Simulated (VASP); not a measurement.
P: single point with LDA

P:

```
CELL_PARAMETERS angstrom
1.65457 -5.08625 0.00000
1.65457 5.08625 0.00000
0.00000 0.00000 4.13195
ATOMIC_POSITIONS crystal
P 0.89363 0.10637 0.07123
P 0.60637 0.39363 0.57123
P 0.10637 0.89363 0.92877
P 0.39363 0.60637 0.42877
```

```
Program                : VASP 6.6.1
Task                   : single point
Functional             : LDA
Potentials or basis    : VASP PAW LDA potentials, release 64 (P)
Cutoff                 : 520 eV
k mesh                 : 12 × 12 × 8
Occupations            : gaussian, width 0.01 eV
Spin                   : no spin polarisation
Dipole correction      : no
Further INCAR settings : ALGO = Normal; EDIFF = 1e-06; NBANDS = 18
```

* Pressure: -0.3 GPa
* Largest force: 0.050 eV/Å
* Band gap on the k mesh: zero (bands 10 and 11 overlap by 0.36 eV)

Forces in eV/Å, atoms in the order of the input:
```
P    0.000 -0.033  0.037
P    0.000  0.033  0.037
P    0.000  0.033 -0.037
P    0.000 -0.033 -0.037
```

Levels at points of the mesh, in eV from the Fermi level:
```
           k point  band 7  band 8  band 9  band 10  band 11  band 12  band 13  band 14
(0.00, 0.00, 0.00)   -4.05   -2.86   -2.62    -1.31     1.06     1.24     1.91     3.56
(0.50, 0.00, 0.00)   -3.16   -3.16   -2.60    -2.60     0.77     0.77     1.10     1.10
(0.50, 0.50, 0.00)   -4.34   -2.11   -1.83    -0.44     0.51     0.69     2.52     3.26
(0.00, 0.00, 0.50)   -3.03   -3.03   -0.77    -0.77     1.53     1.53     2.23     2.23
(0.50, 0.00, 0.50)   -5.77   -5.77   -2.07    -2.07     1.57     1.57     4.89     4.89
(0.50, 0.50, 0.50)   -2.38   -2.38   -1.16    -1.16     1.32     1.32     2.80     2.80
```

Wall time 3.1 min on 1 thread of Intel(R) Xeon(R) Platinum 8259CL CPU @ 2.50GHz (Skylake/Cascade Lake), on a shared host, peak memory 0.3 GiB.
